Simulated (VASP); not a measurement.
# MgS in VASP: a series of runs

Runs on MgS. Level: PBE. Tasks: single point.

All numbers are computed with VASP 6.6.1; they aren't measurements. Logs are shortened: lines on timing, memory, paths and dates and some standing lists are left out, and cuts for length are marked.

### Step 1. The cell of the first run

The structure is tetragonal, space group I4/mmm (No. 139). Conventional cell: a = 3.790 Å, b = 3.790 Å, c = 5.203 Å, α = 90.00°, β = 90.00°, γ = 90.00°. Mg (site symmetry 4/mmm) has 6 S at 2.60 to 2.68 Å within 3.4 Å. Within 3.4 Å of S (site symmetry 4/mmm) lie 6 Mg at 2.60 to 2.68 Å.

### Step 2. Single point, PBE (equal xx and yy strain of +3 %)

INCAR

```
SYSTEM = MgS
  ALGO = Normal
  EDIFF = 1E-6
  ENCUT = 520
  GGA = PE
  ISIF = 2
  ISMEAR = -1
  LASPH = .TRUE.
  LCHARG = .FALSE.
  LREAL = .FALSE.
  LWAVE = .FALSE.
  NBANDS = 11
  NELM = 80
  PREC = Accurate
  SIGMA = 0.01
```

KPOINTS

```
k-points
0
G
  8 8 8
  0 0 0
```

POSCAR

```
MgS
1.0
    0.0000000000      2.6796995000      2.6016500000
    2.6796995000      0.0000000000      2.6016500000
    2.6796995000      2.6796995000      0.0000000000
Mg S
1 1
Direct
    0.0000000000      0.0000000000      0.0000000000
    0.5000000000      0.5000000000      0.5000000000
```

Potentials or basis: VASP PAW PBE potentials, release 64 (Mg, S).

Launch:

```bash
$ cat potpaw_PBE.64/Mg/POTCAR potpaw_PBE.64/S/POTCAR > POTCAR
$ mpirun -np 1 vasp_std > vasp.out
```

OUTCAR:

```text
SYSTEM = MgS
   EDIFF = 1E-6
   ENCUT = 520
   GGA = PE
   ISIF = 2
   ISMEAR = -1
   LASPH = .TRUE.
   LREAL = .FALSE.
   NELM = 80
   PREC = Accurate

 ion  position               nearest neighbor table
   1  0.000  0.000  0.000-   2 2.60   2 2.60   2 2.68   2 2.68   2 2.68   2 2.68
   2  0.500  0.500  0.500-   1 2.60   1 2.60   1 2.68   1 2.68   1 2.68   1 2.68

  LATTYP: Found a body centered tetragonal cell.
 ALAT       =     3.7896673760
 C/A-ratio  =     1.3730228761

  Lattice vectors:

 A1 = (   0.0000000000,  -2.6796995000,  -2.6016500000)
 A2 = (   0.0000000000,   2.6796995000,  -2.6016500000)
 A3 = (   2.6796995000,   0.0000000000,   2.6016500000)

Analysis of symmetry for initial positions (statically):
=====================================================================
 Subroutine PRICEL returns:
 Original cell was already a primitive cell.

 Routine SETGRP: Setting up the symmetry group for a
 body centered tetragonal supercell.

 Subroutine GETGRP returns: Found 16 space group operations
 (whereof 16 operations were pure point group operations)
 out of a pool of 16 trial point group operations.

The static configuration has the point symmetry D_4h.

Analysis of symmetry for dynamics (positions and initial velocities):
=====================================================================
 Subroutine PRICEL returns:
 Original cell was already a primitive cell.

 Routine SETGRP: Setting up the symmetry group for a
 body centered tetragonal supercell.

 Subroutine GETGRP returns: Found 16 space group operations
 (whereof 16 operations were pure point group operations)
 out of a pool of 16 trial point group operations.

The dynamic configuration has the point symmetry D_4h.

 Subroutine INISYM returns: Found 16 space group operations
 (whereof 16 operations are pure point group operations),
 and found     1 'primitive' translations

----------------------------------------------------------------------------------------

                                     Primitive cell

  volume of cell :      37.3638

  direct lattice vectors                    reciprocal lattice vectors
     0.000000000  2.679699500  2.601650000    -0.186588086  0.186588086  0.192185728
     2.679699500  0.000000000  2.601650000     0.186588086 -0.186588086  0.192185728
     2.679699500  2.679699500  0.000000000     0.186588086  0.186588086 -0.192185728

  length of vectors
     3.734885826  3.734885826  3.789667376     0.326443841  0.326443841  0.326443841

  position of ions in fractional coordinates (direct lattice)
     0.000000000  0.000000000  0.000000000
     0.500000000  0.500000000  0.500000000

  ion indices of the primitive-cell ions
   primitive index   ion index
                 1           1
                 2           2

----------------------------------------------------------------------------------------

 KPOINTS: k-points

Automatic generation of k-mesh.
 Grid dimensions read from file:
 generate k-points for:    8    8    8

 Generating k-lattice:

  Cartesian coordinates                     Fractional coordinates (reciprocal lattice)
    -0.023323511  0.023323511  0.024023216     0.125000000  0.000000000  0.000000000
     0.023323511 -0.023323511  0.024023216     0.000000000  0.125000000  0.000000000
     0.023323511  0.023323511 -0.024023216     0.000000000  0.000000000  0.125000000

  Length of vectors
     0.040805480  0.040805480  0.040805480

  Shift w.r.t. Gamma in fractional coordinates (k-lattice)
     0.000000000  0.000000000  0.000000000

 Subroutine IBZKPT returns following result:
 ===========================================

 Found     59 irreducible k-points:

 Following reciprocal coordinates:
            Coordinates               Weight
  0.000000  0.000000  0.000000      1.000000
  0.125000 -0.000000  0.000000      8.000000
  0.250000 -0.000000  0.000000      8.000000
  0.375000 -0.000000  0.000000      8.000000
  0.500000 -0.000000  0.000000      4.000000
  0.125000  0.125000  0.000000      2.000000
[... 16 lines left out ...]
  0.250000 -0.000000  0.125000     16.000000
  0.375000 -0.000000  0.125000     16.000000
 [... further k-points ...]
   k-points           NKPTS =     59   k-points in BZ     NKDIM =     59   number of bands    NBANDS=     11
   number of dos      NEDOS =    301   number of ions     NIONS =      2
   total plane-waves  NPLWV =  21952
   dimension x,y,z NGX =    28 NGY =   28 NGZ =   28
   dimension x,y,z NGXF=    56 NGYF=   56 NGZF=   56
   ions per type =               1   1
   NGX,Y,Z   is equivalent  to a cutoff of  12.46, 12.46, 12.28 a.u.
   NGXF,Y,Z  is equivalent  to a cutoff of  24.93, 24.93, 24.57 a.u.
 SYSTEM =  MgS
   PREC   = accura    normal or accurate (medium, high low for compatibility)
   ISTART =      0    job   : 0-new  1-cont  2-samecut
   ICHARG =      2    charge: 1-file 2-atom 10-const
   ISPIN  =      1    spin polarized calculation?
   LNONCOLLINEAR =      F non collinear calculations
   LSORBIT =      F    spin-orbit coupling
   LASPH  =      T    aspherical Exc in radial PAW
   ENCUT  =  520.0 eV  38.22 Ry    6.18 a.u.   6.94  6.94  7.05*2*pi/ulx,y,z
   NELM   =     80;   NELMIN=  2; NELMDL= -5     # of ELM steps
   EDIFF  = 0.1E-05   stopping-criterion for ELM
   LREAL  =      F    real-space projection
   EDIFFG = 0.1E-04   stopping-criterion for IOM
   NSW    =      0    number of steps for IOM
   IBRION =     -1    ionic relax: 0-MD 1-quasi-New 2-CG
   NFREE  =      0    steps in history (QN), initial steepest desc. (CG)
   ISIF   =      2    stress and relaxation
   ISYM   =      2    0-nonsym 1-usesym 2-fastsym
   POTIM  = 0.5000    time-step for ionic-motion
   TEBEG  =    0.0;   TEEND  =   0.0 temperature during run
   PSTRESS=    0.0 pullay stress
   NELECT =       8.0000    total number of electrons
   NUPDOWN=      -1.0000    fix difference up-down
   EMIN   =  10.00;   EMAX   =-10.00  energy-range for DOS
   EFERMI =   0.00;   METHOD = LEGACY
   ISMEAR =    -1;   SIGMA  =   0.01  broadening in eV -4-tet -1-fermi 0-gaus
   EFERMI_NEDOS =   21; number of points for ismear=-14 and -15
   IALGO  =     38    algorithm
   IMIX   =      4    mixing-type and parameters
     AMIX     =   0.40;   BMIX     =  1.00
     AMIX_MAG =   1.60;   BMIX_MAG =  1.00
  volume/ion in A,a.u.               =      18.68       126.07
  Fermi-wavevector in a.u.,A,eV,Ry     =   0.979387  1.850774 13.050702  0.959200
  Thomas-Fermi vector in A             =   2.110237
   LORBIT       =      0    0 simple, 1 ext, 2 COOP (PROOUT), +10 PAW based schemes
   GGA     = PE    functional components
   LHFCALC =     F    Hartree Fock is set to
   AEXX    =    0.0000 exact exchange contribution
   IVDW    =     0    specifies the selected vdW correction
   LEPSILON=     F    determine dielectric tensor
   LRPA    =     F    only Hartree local field effects (RPA)
 non-spin polarized calculation
  energy-cutoff  :      520.00
  volume of cell :       37.36
 maximum number of plane-waves:      1022
   NGX = 13   NGY = 13   NGZ = 15

 number of electron       8.0000001 magnetization

 Free energy of the ion-electron system (eV)
  ---------------------------------------------------
  ext. energy  EPLUGINS =         0.00000000
  ---------------------------------------------------
  free energy    TOTEN  =        -8.47983061 eV

  energy without entropy =       -8.47983061  energy(sigma->0) =       -8.47983061

 E-fermi :   3.5072     XC(G=0):  -9.4456

 val. band max:        3.2578780784   @ k =   0.0000   0.0000   0.0000
 cond. band min:       5.7790223315   @ k =   0.5000   0.5000   0.0000
 fundamental gap:      2.5211442531
 Fermi energy:         3.5071625913

 k-point     1 :       0.0000    0.0000    0.0000
  band No.  band energies     occupation
      1      -9.1323      2.00000
      2       3.1222      2.00000
      3       3.2579      2.00000
      4       3.2579      2.00000
      5       6.4760      0.00000
      6      11.1057      0.00000
      7      11.1057      0.00000
      8      11.3990      0.00000
      9      13.2980      0.00000
     10      13.6773      0.00000
     11      15.6156      0.00000

 k-point     2 :       0.1250   -0.0000    0.0000
  band No.  band energies     occupation
      1      -8.9954      2.00000
      2       2.1963      2.00000
      3       3.0977      2.00000
      4       3.1543      2.00000
      5       7.2986      0.00000
      6      10.8288      0.00000
      7      11.3008      0.00000
      8      11.5371      0.00000
      9      12.6784      0.00000
     10      12.9491      0.00000
     11      15.4601      0.00000

 k-point     3 :       0.2500   -0.0000    0.0000
  band No.  band energies     occupation
      1      -8.6277      2.00000
      2       0.5466      2.00000
      3       2.9281      2.00000
      4       2.9284      2.00000
      5       7.9365      0.00000
      6      10.7950      0.00000
      7      11.0806      0.00000
      8      11.2541      0.00000
      9      13.3852      0.00000
     10      13.4116      0.00000
     11      14.7311      0.00000

 k-point     4 :       0.3750   -0.0000    0.0000
  band No.  band energies     occupation
      1      -8.1867      2.00000
      2      -0.7865      2.00000
      3       2.7286      2.00000
      4       2.7792      2.00000
      5       7.7817      0.00000
      6      10.1371      0.00000
      7      10.4589      0.00000
      8      12.3712      0.00000
      9      14.5181      0.00000
     10      15.2520      0.00000
     11      15.3350      0.00000
[... 239 lines left out ...]
 k-point    22 :       0.1250    0.0000    0.1250
  band No.  band energies     occupation
      1      -8.9550      2.00000
      2       2.2695      2.00000
      3       2.8280      2.00000
      4       2.9919      2.00000
      5       7.6074      0.00000
      6      10.2370      0.00000
      7      11.4760      0.00000
      8      11.7665      0.00000
      9      11.9216      0.00000
     10      13.8170      0.00000
     11      16.2040      0.00000

 k-point    23 :       0.2500   -0.0000    0.1250
  band No.  band energies     occupation
      1      -8.6689      2.00000
      2       1.0300      2.00000
      3       2.6278      2.00000
      4       2.7443      2.00000
      5       8.3627      0.00000
      6      10.0063      0.00000
      7      10.4065      0.00000
      8      11.9778      0.00000
      9      12.8506      0.00000
     10      14.1505      0.00000
     11      16.1497      0.00000

 k-point    24 :       0.3750   -0.0000    0.1250
  band No.  band energies     occupation
      1      -8.2478      2.00000
      2      -0.3030      2.00000
      3       2.3675      2.00000
      4       2.5166      2.00000
      5       8.3599      0.00000
      6       9.6237      0.00000
      7      11.1973      0.00000
      8      11.3606      0.00000
      9      14.2448      0.00000
     10      15.7816      0.00000
     11      15.8431      0.00000

 [... further k-points ...]

------------------------ aborting loop because EDIFF is reached ----------------------------------------

  FORCE on cell =-STRESS in cart. coord.  units (eV):
  Direction    XX          YY          ZZ          XY          YZ          ZX
  --------------------------------------------------------------------------------------
  -------------------------------------------------------------------------------------
  Total       -0.9069317     -0.9069317     -0.3719642      0.0000000      0.0000000      0.0000000
  in kB      -38.8896567    -38.8896567    -15.9499982      0.0000000      0.0000000      0.0000000
  external PRESSURE =     -31.2431039 kB  Pullay stress =       0.0000000 kB

 VOLUME and BASIS-vectors are now :
 -----------------------------------------------------------------------------
  energy-cutoff  :      520.00
  volume of cell :       37.36
      direct lattice vectors                 reciprocal lattice vectors
     0.000000000  2.679699500  2.601650000    -0.186588086  0.186588086  0.192185728
     2.679699500  0.000000000  2.601650000     0.186588086 -0.186588086  0.192185728
     2.679699500  2.679699500  0.000000000     0.186588086  0.186588086 -0.192185728

 POSITION                                       TOTAL-FORCE (eV/Angst)
 -----------------------------------------------------------------------------------
      0.00000      0.00000      0.00000         0.000000      0.000000     -0.000000
      2.67970      2.67970      2.60165        -0.000000     -0.000000      0.000000
 -----------------------------------------------------------------------------------
    total drift:                                0.000000      0.000000      0.000000

  FREE ENERGIE OF THE ION-ELECTRON SYSTEM (eV)
  ---------------------------------------------------
  free  energy   TOTEN  =        -8.4798306101 eV

  energy  without entropy=       -8.4798306101  energy(sigma->0) =       -8.47983061
```

Run time: 16 s. Hardware: 1 thread of Intel Xeon 6975P-C, shared host; peak memory 0.17 GiB.

Results:

| Quantity | Value |
| --- | --- |
| Free energy | -8.4798 eV |
| Pressure | -3.1 GPa |
| Band gap on the k mesh | 2.52 eV, indirect (least direct gap 3.22 eV) |

Caveat: the cell differs from its parent crystal (equal xx and yy strain of +3 %). A k mesh can miss the band edges.

(Part 1 of 2 ends here.)
